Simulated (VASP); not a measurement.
Crystal: Te.

```
CELL_PARAMETERS angstrom
4.45400 0.00000 0.00000
-2.22700 3.85728 0.00000
0.00000 0.00000 5.92400
ATOMIC_POSITIONS crystal
Te 0.73100 0.73100 0.00000
Te 0.00000 0.26900 0.66667
Te 0.26900 0.00000 0.33333
```

Program: VASP 6.6.1. Alike in all runs: task single point; no spin polarisation; cell as given; k mesh 7 × 7 × 5; cutoff (eV) 520.

Problem. Order these runs on this cell by their pressure, lowest first.
A. level RPBE; potentials or basis VASP PAW PBE potentials, release 64 (Te); smearing gaussian 0.02 eV
B. level LDA; potentials or basis VASP PAW LDA potentials, release 64 (Te); smearing fermi-dirac 0.05 eV
C. level r2SCAN; potentials or basis VASP PAW PBE potentials, release 64 (Te); smearing fermi-dirac 0.05 eV

Solution. B (-1.8 GPa), C (0.9 GPa), A (2.7 GPa).

Caveats: the PAW data sets were made with another functional, which shifts forces and pressure a little (some runs).
